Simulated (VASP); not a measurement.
Set up this calculation in VASP 6.6.1, as the native input.

| Property | Result |
| --- | --- |
| Task | single point |
| Functional | PBEsol |
| Potentials or basis | VASP PAW PBE potentials, release 64 (Cr_sv) |
| Cutoff | 600 eV |
| k mesh | 10 × 10 × 10 |
| Occupations | fermi-dirac, width 0.05 eV |
| Spin | collinear spin, ferromagnetic start |
| Starting moments | [2.2] μB |
| Fixed moment | 2.2 μB |
| Dipole correction | no |
| Second run | valence_matched |
| Further INCAR settings | ALGO = Normal; EDIFF = 1e-06; NBANDS = 17 |

The structure of Cr lies in POSCAR:

```
Cr
1.0
   -1.4844496776      1.4844496776      1.4844496776
    1.4844496776     -1.4844496776      1.4844496776
    1.4844496776      1.4844496776     -1.4844496776
Cr
1
Direct
    0.0000000000      0.0000000000      0.0000000000
```

The input as run:

INCAR

```
SYSTEM = Cr
PREC = Accurate ; ENCUT = 600
EDIFF = 1E-6 ; ISMEAR = -1
SIGMA = 0.05 ; LREAL = .False.
LASPH = .True. ; NELM = 200
ALGO = Normal ; ISIF = 2
LWAVE = .False. ; LCHARG = .False.
ISPIN = 2 ; MAGMOM = 2.2
LORBIT = 11 ; NUPDOWN = 2.2
LMAXMIX = 4 ; GGA = PS
NBANDS = 17 ; GGA_COMPAT = .False.
```

KPOINTS

```
regular mesh
0
Gamma
  10 10 10
  0 0 0
```

Potentials or basis: VASP PAW PBE potentials, release 64 (Cr_sv).

Launch:

```console
$ cat potpaw_PBE.64/Cr_sv/POTCAR > POTCAR
$ mpirun -np 1 vasp_std > vasp.out
```

It gave:

```yaml
Pressure: -5.2 GPa
Net_moment: 2.20 μB per cell
Site_moments: Cr +1.82 μB
Valence_electrons_inside_the_program's_atomic_spheres: Cr 11.75
```

Caveat: the PAW data sets were made with another functional, which shifts forces and pressure a little; the total moment is fixed, so each spin has its own Fermi level.

It used 50 s of CPU time on 1 thread of AMD EPYC 7R13 Processor (Zen 3) (shared host).
